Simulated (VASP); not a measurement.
# Ti7SnO16 (P1) in VASP: single point with r2SCAN

Aim: the single point of Ti7SnO16 with r2SCAN.

Program: VASP 6.6.1. These are calculated values, not measurements. Logs are shortened: lines on timing, memory, paths and dates and some standing lists are left out, and cuts for length are marked.

**1. The cell of the first run**

The typed cell holds 72 atoms: a = 9.243 Å, b = 9.243 Å, c = 8.923 Å, α = 90.00°, β = 90.00°, γ = 90.00°.

**2. Single point, r2SCAN**

Contents of POSCAR:

```
Ti7SnO16
1.0
    9.2428800000      0.0000000000      0.0000000000
    0.0000000000      9.2432950000      0.0000000000
    0.0000000000      0.0000000000      8.9228540000
Ti Sn O
21 3 48
Direct
    0.9921490000      0.9923120000      0.9969240000
    0.0088990000      0.0077850000      0.6679300000
    0.9945910000      0.5069030000      0.0054920000
    0.0086630000      0.4921110000      0.3374440000
    0.9946040000      0.5047620000      0.6688780000
    0.4950460000      0.0064470000      0.0065120000
    0.5085730000      0.9919950000      0.3374140000
    0.4943420000      0.0047930000      0.6702240000
    0.4977130000      0.4977240000      0.0025670000
    0.4991420000      0.4989070000      0.3326740000
    0.5034610000      0.5023410000      0.6623620000
    0.2471830000      0.2448370000      0.1611980000
    0.2617690000      0.2529610000      0.4976110000
    0.2425110000      0.2598680000      0.8330420000
    0.2516130000      0.7504530000      0.1699710000
    0.2502410000      0.7486660000      0.4947580000
    0.7506240000      0.2516820000      0.1701140000
    0.7494100000      0.2492670000      0.4949030000
    0.7439430000      0.7401900000      0.1718900000
    0.7574260000      0.7504070000      0.5075280000
    0.7409890000      0.7578250000      0.8360590000
    0.0000770000      0.9995790000      0.3322580000
    0.2518790000      0.7482360000      0.8324020000
    0.7487180000      0.2513170000      0.8324320000
    0.1534160000      0.1546630000      0.9989670000
    0.1568110000      0.1562260000      0.3326130000
    0.1544100000      0.1531430000      0.6658130000
    0.1511680000      0.6471330000      0.0080600000
    0.1526850000      0.6533260000      0.3324410000
    0.1510860000      0.6470190000      0.6567420000
    0.6478650000      0.1504110000      0.0079330000
    0.6544060000      0.1515890000      0.3325330000
    0.6471960000      0.1508010000      0.6567750000
    0.6514910000      0.6527830000      0.9988980000
    0.6511020000      0.6501190000      0.3320690000
    0.6529690000      0.6520610000      0.6661390000
    0.3470410000      0.3479560000      0.9988820000
    0.3492790000      0.3483190000      0.3328810000
    0.3480800000      0.3476370000      0.6661190000
    0.3531400000      0.8485100000      0.0080830000
    0.3468030000      0.8473780000      0.3326060000
    0.3529740000      0.8491850000      0.6566160000
    0.8491910000      0.3524080000      0.0080890000
    0.8483070000      0.3457660000      0.3325640000
    0.8494840000      0.3525410000      0.6567840000
    0.8464070000      0.8467980000      0.9987200000
    0.8435650000      0.8428180000      0.3322910000
    0.8466480000      0.8458880000      0.6663460000
    0.0976910000      0.4027760000      0.1680880000
    0.0992010000      0.4020200000      0.4969100000
    0.0964130000      0.4018910000      0.8314020000
    0.1012910000      0.8988610000      0.1558520000
    0.1012020000      0.8987180000      0.5085180000
    0.0953230000      0.9051820000      0.8325700000
    0.5967320000      0.4023260000      0.1657430000
    0.5974680000      0.4029330000      0.4985780000
    0.5934260000      0.4066140000      0.8325620000
    0.5969600000      0.9018200000      0.1679260000
    0.5985340000      0.9010260000      0.4966290000
    0.5982260000      0.9035630000      0.8314470000
    0.4019240000      0.0984200000      0.1674440000
    0.4035280000      0.0980510000      0.4968240000
    0.4023240000      0.0957360000      0.8329420000
    0.4030500000      0.5962880000      0.1664290000
    0.4036030000      0.5966630000      0.4984710000
    0.4069150000      0.5930970000      0.8320500000
    0.8993160000      0.1007340000      0.1559940000
    0.8994560000      0.1005020000      0.5088390000
    0.9056310000      0.0948310000      0.8320650000
    0.9008420000      0.5976590000      0.1671720000
    0.9027130000      0.5970780000      0.4967790000
    0.9041120000      0.5975700000      0.8330810000
```

Contents of INCAR.step1:

```
SYSTEM = Ti7SnO16
ALGO     = Normal         ! electronic algorithm
EDIFF    = 1E-5           ! SCF threshold, eV
ENCUT    = 770            ! plane-wave cutoff, eV
GGA      = PE             ! functional
GGA_COMPAT= .FALSE.      
ISMEAR   = -1             ! smearing method
ISYM     = -1           
KPAR     = 1            
LASPH    = .TRUE.         ! aspherical terms in the spheres
LCHARG   = .FALSE.        ! write CHGCAR
LREAL    = Auto         
LWAVE    = .TRUE.         ! write WAVECAR
NBANDS   = 333            ! bands
NELM     = 120            ! most SCF steps
PREC     = Accurate       ! precision mode
SIGMA    = 0.05           ! smearing width, eV
```

Contents of INCAR.step2:

```
SYSTEM = Ti7SnO16
ALGO     = Normal         ! electronic algorithm
EDIFF    = 1E-6           ! SCF threshold, eV
ENCUT    = 770            ! plane-wave cutoff, eV
GGA_COMPAT= .FALSE.      
ISIF     = 2              ! what is computed and relaxed
ISMEAR   = -1             ! smearing method
ISTART   = 1            
ISYM     = -1           
KPAR     = 1            
LASPH    = .TRUE.         ! aspherical terms in the spheres
LCHARG   = .FALSE.        ! write CHGCAR
LMIXTAU  = .TRUE.       
LREAL    = Auto         
LWAVE    = .FALSE.        ! write WAVECAR
METAGGA  = R2SCAN         ! meta-GGA
NBANDS   = 333            ! bands
NELM     = 120            ! most SCF steps
PREC     = Accurate       ! precision mode
SIGMA    = 0.05           ! smearing width, eV
```

Contents of KPOINTS:

```
explicit points
1
Reciprocal
  0.25000000   0.25000000   0.25000000 1
```

Potentials or basis: VASP PAW PBE potentials, release 64 (Ti_sv, Sn_d, O).

Command:

```sh
> cat potpaw_PBE.64/Ti_sv/POTCAR potpaw_PBE.64/Sn_d/POTCAR potpaw_PBE.64/O/POTCAR > POTCAR
> cp INCAR.step1 INCAR
> mpirun -np 4 vasp_std > vasp.out
> cp INCAR.step2 INCAR
> mpirun -np 4 vasp_std > vasp.out
```

OUTCAR:

```text
SYSTEM = Ti7SnO16
   EDIFF = 1E-6
   ENCUT = 770
   ISIF = 2
   ISMEAR = -1
   ISTART = 1
   ISYM = -1
   LASPH = .TRUE.
   LREAL = Auto
   METAGGA = R2SCAN
   NELM = 120
   PREC = Accurate

 ion  position               nearest neighbor table
   1  0.992  0.992  0.997-  46 1.90  69 1.92  54 1.93  67 1.94  52 1.94  25 2.12  22 2.99
   2  0.009  0.008  0.668-  27 1.90  54 1.92  69 1.92  53 1.94  68 1.94  48 2.12  22 3.00
   3  0.995  0.507  0.005-  70 1.88  72 1.94  28 1.94  43 1.96  49 1.98  51 2.06
   4  0.009  0.492  0.337-  50 1.85  49 1.91  71 1.98  29 2.00  44 2.01  70 2.06
   5  0.995  0.505  0.669-  72 1.89  45 1.95  71 1.95  30 1.96  51 1.97  50 2.05
   6  0.495  0.006  0.007-  61 1.88  31 1.94  63 1.95  40 1.96  58 1.97  60 2.06
   7  0.509  0.992  0.337-  59 1.85  58 1.91  62 1.98  32 2.00  41 2.01  61 2.06
   8  0.494  0.005  0.670-  63 1.88  42 1.95  33 1.96  62 1.96  60 1.97  59 2.06
   9  0.498  0.498  0.003-  64 1.93  55 1.93  57 1.95  66 1.95  37 1.96  34 2.02
  10  0.499  0.499  0.333-  65 1.95  64 1.95  56 1.95  55 1.96  38 1.96  35 1.98
  11  0.503  0.502  0.662-  56 1.93  65 1.94  57 1.94  66 1.95  36 1.96  39 2.03
  12  0.247  0.245  0.161-  25 1.88  26 1.93  37 1.96  61 1.97  49 2.01  38 2.04
  13  0.262  0.253  0.498-  38 1.90  39 1.91  62 1.94  26 1.98  27 2.02  50 2.04
  14  0.243  0.260  0.833-  51 1.88  37 1.95  25 1.95  39 1.96  27 1.97  63 2.12
  15  0.252  0.750  0.170-  41 1.92  29 1.93  40 1.95  52 1.96  28 1.96  64 2.00  16 2.90  23 3.01

  16  0.250  0.749  0.495-  29 1.92  41 1.93  30 1.95  53 1.96  42 1.96  65 2.00  15 2.90  23 3.01

  17  0.751  0.252  0.170-  44 1.92  32 1.94  43 1.95  67 1.96  31 1.97  55 1.99  18 2.90  24 3.01

  18  0.749  0.249  0.495-  32 1.92  44 1.93  33 1.95  68 1.96  45 1.96  56 2.00  17 2.90  24 3.01

  19  0.744  0.740  0.172-  35 1.86  34 1.94  47 1.95  70 1.96  58 2.02  46 2.06
  20  0.757  0.750  0.508-  48 1.86  36 1.94  47 1.95  71 1.95  59 2.03  35 2.07
  21  0.741  0.758  0.836-  60 1.89  46 1.93  34 1.93  48 1.98  36 1.98  72 2.11
  22  0.000  1.000  0.332-  47 2.05  26 2.05  67 2.05  53 2.05  68 2.05  52 2.05   1 2.99   2 3.00

  23  0.252  0.748  0.832-  66 2.03  40 2.05  28 2.05  54 2.05  30 2.05  42 2.05  15 3.01  16 3.01

  24  0.749  0.251  0.832-  57 2.03  31 2.05  43 2.05  69 2.05  45 2.05  33 2.05  18 3.01  17 3.01

  25  0.153  0.155  0.999-  12 1.88  14 1.95   1 2.12
  26  0.157  0.156  0.333-  12 1.93  13 1.98  22 2.05
  27  0.154  0.153  0.666-   2 1.90  14 1.97  13 2.02
  28  0.151  0.647  0.008-   3 1.94  15 1.96  23 2.05
  29  0.153  0.653  0.332-  16 1.92  15 1.93   4 2.00
  30  0.151  0.647  0.657-  16 1.95   5 1.96  23 2.05
[... 40 lines left out ...]
  71  0.903  0.597  0.497-   5 1.95  20 1.95   4 1.98
  72  0.904  0.598  0.833-   5 1.89   3 1.94  21 2.11

IMPORTANT INFORMATION: All symmetrisations will be switched off!
NOSYMM: (Re-)initialisation of all symmetry stuff for point group C_1.

----------------------------------------------------------------------------------------

                                     Primitive cell

  volume of cell :     762.3211

  direct lattice vectors                    reciprocal lattice vectors
     9.242880000  0.000000000  0.000000000     0.108191386  0.000000000  0.000000000
     0.000000000  9.243295000  0.000000000     0.000000000  0.108186529  0.000000000
     0.000000000  0.000000000  8.922854000     0.000000000  0.000000000  0.112071765

  length of vectors
     9.242880000  9.243295000  8.922854000     0.108191386  0.108186529  0.112071765

  position of ions in fractional coordinates (direct lattice)
     0.992149000  0.992312000  0.996924000
     0.008899000  0.007785000  0.667930000
     0.994591000  0.506903000  0.005492000
     0.008663000  0.492111000  0.337444000
     0.994604000  0.504762000  0.668878000
     0.495046000  0.006447000  0.006512000
[... 64 lines left out ...]
     0.902713000  0.597078000  0.496779000
     0.904112000  0.597570000  0.833081000

  ion indices of the primitive-cell ions
   primitive index   ion index
                 1           1
                 2           2
                 3           3
                 4           4
                 5           5
                 6           6
[... 64 lines left out ...]
                71          71
                72          72

----------------------------------------------------------------------------------------

 KPOINTS: explicit points

Read explicit list of k-points.

 Found      1 k-points:

 Following reciprocal coordinates:
            Coordinates               Weight
  0.250000  0.250000  0.250000      1.000000
   k-points           NKPTS =      1   k-points in BZ     NKDIM =      1   number of bands    NBANDS=    336
   number of dos      NEDOS =    301   number of ions     NIONS =     72
   total plane-waves  NPLWV = 592704
   dimension x,y,z NGX =    84 NGY =   84 NGZ =   84
   dimension x,y,z NGXF=   168 NGYF=  168 NGZF=  168
   ions per type =              21   3  48
   NGX,Y,Z   is equivalent  to a cutoff of  15.11, 15.11, 15.65 a.u.
   NGXF,Y,Z  is equivalent  to a cutoff of  30.22, 30.22, 31.30 a.u.
 SYSTEM =  Ti7SnO16
   PREC   = accura    normal or accurate (medium, high low for compatibility)
   ISTART =      1    job   : 0-new  1-cont  2-samecut
   ICHARG =      0    charge: 1-file 2-atom 10-const
   ISPIN  =      1    spin polarized calculation?
   LNONCOLLINEAR =      F non collinear calculations
   LSORBIT =      F    spin-orbit coupling
   LASPH  =      T    aspherical Exc in radial PAW
   ENCUT  =  770.0 eV  56.59 Ry    7.52 a.u.  20.91 20.91 20.19*2*pi/ulx,y,z
   NELM   =    120;   NELMIN=  2; NELMDL=  0     # of ELM steps
   EDIFF  = 0.1E-05   stopping-criterion for ELM
   LREAL  =      T    real-space projection
   EDIFFG = 0.1E-04   stopping-criterion for IOM
   NSW    =      0    number of steps for IOM
   IBRION =     -1    ionic relax: 0-MD 1-quasi-New 2-CG
   NFREE  =      0    steps in history (QN), initial steepest desc. (CG)
   ISIF   =      2    stress and relaxation
   ISYM   =     -1    0-nonsym 1-usesym 2-fastsym
   POTIM  = 0.5000    time-step for ionic-motion
   TEBEG  =    0.0;   TEEND  =   0.0 temperature during run
   PSTRESS=    0.0 pullay stress
   NELECT =     582.0000    total number of electrons
   NUPDOWN=      -1.0000    fix difference up-down
   EMIN   =  10.00;   EMAX   =-10.00  energy-range for DOS
   EFERMI =   0.00;   METHOD = LEGACY
   ISMEAR =    -1;   SIGMA  =   0.05  broadening in eV -4-tet -1-fermi 0-gaus
   EFERMI_NEDOS =   21; number of points for ismear=-14 and -15
   IALGO  =     38    algorithm
   IMIX   =      4    mixing-type and parameters
     AMIX     =   0.40;   BMIX     =  1.00
     AMIX_MAG =   1.60;   BMIX_MAG =  1.00
  volume/ion in A,a.u.               =      10.59        71.45
  Fermi-wavevector in a.u.,A,eV,Ry     =   1.496247  2.827496 30.460097  2.238754
  Thomas-Fermi vector in A             =   2.608288
   LORBIT       =      0    0 simple, 1 ext, 2 COOP (PROOUT), +10 PAW based schemes
   METAGGA = R2SCAN    functional components
   LHFCALC =     F    Hartree Fock is set to
   AEXX    =    0.0000 exact exchange contribution
   IVDW    =     0    specifies the selected vdW correction
   LEPSILON=     F    determine dielectric tensor
   LRPA    =     F    only Hartree local field effects (RPA)
 non-spin polarized calculation
  energy-cutoff  :      770.00
  volume of cell :      762.32
 maximum number of plane-waves:     36974
 NGX is ok and might be reduce to    84
   NGX = 41   NGY = 41   NGZ = 41

 number of electron     581.9999985 magnetization

 Free energy of the ion-electron system (eV)
  ---------------------------------------------------
  ext. energy  EPLUGINS =         0.00000000
  ---------------------------------------------------
  free energy    TOTEN  =      -859.04073402 eV

  energy without entropy =     -859.04073402  energy(sigma->0) =     -859.04073402

 E-fermi :   5.8699     XC(G=0): -12.1382

 val. band max:        4.5475067010   @ k =   0.2500   0.2500   0.2500
 cond. band min:       7.2089879428   @ k =   0.2500   0.2500   0.2500
 fundamental gap:      2.6614812418
 Fermi energy:         5.8698546460

 k-point     1 :       0.2500    0.2500    0.2500
  band No.  band energies     occupation
      1     -54.4185      2.00000
      2     -54.3958      2.00000
      3     -54.3953      2.00000
      4     -54.3878      2.00000
      5     -54.3871      2.00000
      6     -54.3786      2.00000
[... 295 lines left out ...]
    302       7.6010      0.00000
    303       7.6285      0.00000
 [bands above 303 left out]

------------------------ aborting loop because EDIFF is reached ----------------------------------------

  FORCE on cell =-STRESS in cart. coord.  units (eV):
  Direction    XX          YY          ZZ          XY          YZ          ZX
  --------------------------------------------------------------------------------------
  -------------------------------------------------------------------------------------
  Total        9.7478335      9.6863875     18.4785247     -1.1841309      0.4729779      0.2403355
  in kB       20.4871132     20.3579717     38.8364890     -2.4886991      0.9940620      0.5051154
  external PRESSURE =      26.5605247 kB  Pullay stress =       0.0000000 kB

 VOLUME and BASIS-vectors are now :
 -----------------------------------------------------------------------------
  energy-cutoff  :      770.00
  volume of cell :      762.32
      direct lattice vectors                 reciprocal lattice vectors
     9.242880000  0.000000000  0.000000000     0.108191386  0.000000000  0.000000000
     0.000000000  9.243295000  0.000000000     0.000000000  0.108186529  0.000000000
     0.000000000  0.000000000  8.922854000     0.000000000  0.000000000  0.112071765

 POSITION                                       TOTAL-FORCE (eV/Angst)
 -----------------------------------------------------------------------------------
      9.17031      9.17223      8.89541         0.070153      0.062370      0.014990
      0.08225      0.07196      5.95984        -0.075058     -0.073035     -0.028275
      9.19289      4.68545      0.04900         0.056238     -0.077300     -0.041211
      0.08007      4.54873      3.01096        -0.094114      0.088545     -0.078257
      9.19301      4.66566      5.96830         0.066398     -0.048015     -0.111911
      4.57565      0.05959      0.05811         0.050253     -0.084749     -0.062594
[... 64 lines left out ...]
      8.34367      5.51897      4.43269        -0.022344      0.020556      0.017658
      8.35660      5.52352      7.43346        -0.094244      0.084961      0.029963
 -----------------------------------------------------------------------------------
    total drift:                                0.003602     -0.001882      0.066406

  FREE ENERGIE OF THE ION-ELECTRON SYSTEM (eV)
  ---------------------------------------------------
  free  energy   TOTEN  =      -859.0407340180 eV

  energy  without entropy=     -859.0407340180  energy(sigma->0) =     -859.04073402
```

It took 19 min on 4 MPI ranks of AMD EPYC 7R13 (Zen 3), shared host; peak memory 0.57 GiB.

What came out:

```yaml
Free_energy: -859.0407 eV
Pressure: 2.7 GPa
Largest_force: 0.253 eV/Å
Band_gap_on_the_k_mesh: 2.66 eV
```

Forces on the atoms (eV/Å):
```
Ti   0.070  0.062  0.015
Ti  -0.075 -0.073 -0.028
Ti   0.056 -0.077 -0.041
Ti  -0.094  0.089 -0.078
Ti   0.066 -0.048 -0.112
Ti   0.050 -0.085 -0.063
Ti  -0.092  0.079 -0.068
Ti   0.066 -0.054 -0.144
Ti   0.015  0.021 -0.111
Ti   0.011  0.008 -0.009
Ti  -0.029 -0.012  0.110
Ti   0.045  0.073  0.123
Ti  -0.091 -0.021 -0.012
Ti   0.078 -0.082 -0.023
Ti   0.016 -0.030 -0.127
Ti   0.026 -0.017  0.129
Ti  -0.027  0.001 -0.122
Ti  -0.013  0.019  0.117
Ti   0.042  0.084 -0.066
Ti  -0.084 -0.031 -0.177
Ti   0.076 -0.079 -0.052
Sn  -0.003 -0.002  0.007
Sn  -0.012  0.009  0.000
Sn   0.008 -0.005 -0.003
O   -0.088 -0.099 -0.053
O   -0.159 -0.148  0.011
O    0.007  0.020 -0.024
O    0.054  0.075 -0.138
O   -0.041 -0.045 -0.006
O    0.037  0.062  0.152
O    0.070  0.066 -0.137
O   -0.037 -0.041 -0.011
O    0.056  0.046  0.152
O   -0.057 -0.066  0.014
O   -0.065 -0.060  0.076
O   -0.032 -0.014  0.024
O    0.030  0.022 -0.003
O    0.046  0.049 -0.057
O    0.063  0.061  0.005
O   -0.063 -0.048 -0.136
O    0.047  0.045  0.006
O   -0.064 -0.045  0.149
O   -0.045 -0.055 -0.146
O    0.050  0.040  0.008
O   -0.054 -0.064  0.140
O   -0.010 -0.011  0.043
O    0.146  0.157  0.011
O    0.094  0.101  0.065
O    0.053 -0.063 -0.032
O    0.079 -0.080  0.098
O   -0.034  0.042  0.035
O   -0.068  0.066  0.167
O   -0.057  0.057 -0.128
O    0.161 -0.169  0.003
O    0.064 -0.039  0.020
O    0.048 -0.063 -0.014
O    0.177 -0.180  0.001
O    0.074 -0.056 -0.013
O    0.068 -0.069  0.113
O   -0.042  0.036  0.044
O   -0.044  0.044  0.073
O   -0.021  0.017  0.015
O   -0.089  0.101  0.043
O   -0.043  0.059  0.019
O   -0.054  0.051 -0.004
O   -0.158  0.155  0.005
O    0.055 -0.059  0.181
O    0.047 -0.046 -0.160
O   -0.162  0.162 -0.001
O   -0.030  0.046  0.075
O   -0.022  0.021  0.018
O   -0.094  0.085  0.030
```

Caveat: the PAW data sets were made with another functional, which shifts forces and pressure a little; spin-orbit coupling is left out, which moves the levels of the heavy elements; a shifted mesh leaves out Γ, where band edges can lie.
